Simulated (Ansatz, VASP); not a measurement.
# TeW: VASP beside Ansatz

Contents of INCAR:

```
PREC = Accurate
ENCUT = 520
EDIFF = 1E-7
ISMEAR = 0
SIGMA = 0.1
LREAL = False
LASPH = True
NELM = 150
ALGO = Normal
ISIF = 2
LWAVE = False
LCHARG = False
ISPIN = 2
MAGMOM = 0.5 0
LORBIT = 11
LMAXMIX = 4
GGA = PE
NBANDS = 21
```

Contents of KPOINTS:

```
regular mesh
0
Gamma
  12 12 12
```

POSCAR

```
TeW
1.0
    0.0000000000      3.0618296945      3.0618296945
    3.0618296945      0.0000000000      3.0618296945
    3.0618296945      3.0618296945      0.0000000000
W Te
1 1
Direct
    0.0000000000      0.0000000000      0.0000000000
    0.2500000000      0.2500000000      0.2500000000
```

Input for Ansatz:

```yaml
crystal:
  lattice:
    - [0.0, 3.0618296945, 3.0618296945]
    - [3.0618296945, 0.0, 3.0618296945]
    - [3.0618296945, 3.0618296945, 0.0]
  atoms:
    - { symbol: W, position: [0.0, 0.0, 0.0], spin: 0.5 }
    - { symbol: Te, position: [0.25, 0.25, 0.25] }
basis:
  ecutwfc: 420
kpoints:
  mp_grid: { grid: [12, 12, 12] }
hamiltonian:
  xc: pbe
scf:
  occupations: { method: gaussian, width: 0.1 }
  lower_state_search: "off"
output:
  forces: true
  stress: true
  eigenvalues: true
  populations: true
magnetization:
  spin_polarized: true
```

Alike in both runs: task single point; functional PBE; k mesh 12 × 12 × 12; occupations gaussian, width 0.1 eV; collinear spin.

```csv
,VASP,Ansatz
version,VASP 6.6.1,Ansatz 0.2.0
potentials or method,"VASP PAW PBE potentials, release 64 (W_sv, Te), cutoff 520 eV","scalar-relativistic, plane waves, PAW"
valence electrons in the cell,20,30
```

VASP gave:

- gap on the k mesh at the Fermi level (eV): none
- pressure (GPa): 0.0
- net moment per atom (μB): 0.70
- size of the moment on the site where the two differ most (μB): 1.10

Question: Which values does Ansatz return?

Answer: gap on the k mesh at the Fermi level (eV): none; pressure (GPa): 0.0; net moment per atom (μB): 0.70; size of the moment on the site where the two differ most (μB): 0.95.

Site moments also hang on the region over which each program counts them. A gap of «none» marks a metal or a gap that the smearing closes. VASP's potentials hold 20 valence electrons a cell and Ansatz's 30, so a difference there can come from the potentials and not from the codes.

Neither program's run includes spin-orbit coupling.
